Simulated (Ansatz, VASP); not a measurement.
**V2N3 in VASP and in Ansatz**

File INCAR:

```
SYSTEM = V2N3
  PREC = Accurate
  ENCUT = 520
  EDIFF = 1E-7
  ISMEAR = 0
  SIGMA = 0.15
  LREAL = .FALSE.
  LASPH = .TRUE.
  NELM = 60
  ALGO = Normal
  ISIF = 2
  LWAVE = .FALSE.
  LCHARG = .TRUE.
  GGA = PS
  LELF = .TRUE.
  LVHAR = .TRUE.
  NBANDS = 28
```

Contents of KPOINTS:

```
Automatic mesh
0
G
  18 18 8
  0 0 0
```

File POSCAR:

```
V2N3
1.0
    2.7797869938      0.0000000000      0.0000000000
   -1.3898934969      2.3592188306      0.0000000000
    0.0000000000      0.0000000000      6.1963538749
V N
2 3
Direct
    0.6666666667      0.3333333333      0.3021155180
    0.3333333333      0.6666666667      0.6978844820
    0.0000000000      0.0000000000      0.5000000000
    0.0000000000      0.0000000000      0.1074399115
    0.0000000000      0.0000000000      0.8925600885
```

Input for Ansatz:

```yaml
crystal:
  lattice:
    - [2.7797869938, 0.0, 0.0]
    - [-1.3898934969, 2.3592188306, 0.0]
    - [0.0, 0.0, 6.1963538749]
  atoms:
    - { symbol: V, position: [0.6666666667, 0.3333333333, 0.302115518] }
    - { symbol: V, position: [0.3333333333, 0.6666666667, 0.697884482] }
    - { symbol: "N", position: [0.0, 0.0, 0.5] }
    - { symbol: "N", position: [0.0, 0.0, 0.1074399115] }
    - { symbol: "N", position: [0.0, 0.0, 0.8925600885] }
basis:
  ecutwfc: 420
kpoints:
  mp_grid: { grid: [18, 18, 8] }
hamiltonian:
  xc: pbesol
scf:
  occupations: { method: gaussian, width: 0.15 }
output:
  forces: true
  stress: true
  eigenvalues: true
```

Change from the starting cell: strain -0.0200 x Voigt [0, 1, 0, 0, 0, 0], atoms carried along.

Alike in both runs: task single point; functional PBEsol; k mesh 18 × 18 × 8; occupations gaussian, width 0.15 eV; no spin polarisation.

|  | VASP | Ansatz |
| --- | --- | --- |
| version | VASP 6.6.1 | Ansatz 0.2.0 |
| potentials or method | VASP PAW PBE potentials, release 64 (V_sv, N), cutoff 520 eV | scalar-relativistic, plane waves, PAW |
| valence electrons in the cell | 41 | 41 |

```csv
,VASP,Ansatz,Ansatz less VASP
gap on the k mesh at the Fermi level (eV),none,none,-
pressure (GPa),7.1,6.3,-0.83
"traceless stress, the component that is largest in VASP (GPa)",5.49,5.71,+0.224
rms of the force components (eV/Å),0.057,0.065,+0.0082
```

VASP's potentials were made for PBE, not for PBEsol. Atom by atom the forces differ by 0.024 eV/Å (rms over components). A gap of «none» marks a metal or a gap that the smearing closes.
